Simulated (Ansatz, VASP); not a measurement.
Two plane-wave programs on Al

```
Al
1.0
    -0.04649    1.99102    1.99102
     1.94453    0.00000    1.94453
     1.99102    1.99102   -0.04649
Al
1
Direct
  0.00000 0.00000 0.00000
```

Change from the starting cell: engineering shear strain xz -0.0467, normal strain along z +0.0000.

Alike in both runs: task single point; functional PBE; dispersion D3(BJ); k mesh 20 × 20 × 20; occupations gaussian, width 0.15 eV; no spin polarisation.

|  | VASP | Ansatz |
| --- | --- | --- |
| version | VASP 6.6.1 | Ansatz 0.2.0 |
| potentials or method | VASP PAW PBE potentials, release 64 (Al), cutoff 520 eV | scalar-relativistic, plane waves, PAW |
| valence electrons in the cell | 3 | 3 |

|  | VASP | Ansatz | Ansatz less VASP |
| --- | --- | --- | --- |
| gap on the k mesh at the Fermi level (eV) | none | none | - |
| pressure (GPa) | 0.2 | 0.2 | +0.01 |
| traceless stress, the component that is largest in VASP (GPa) | 1.94 | 1.94 | +0.002 |

A gap of «none» marks a metal or a gap that the smearing closes.
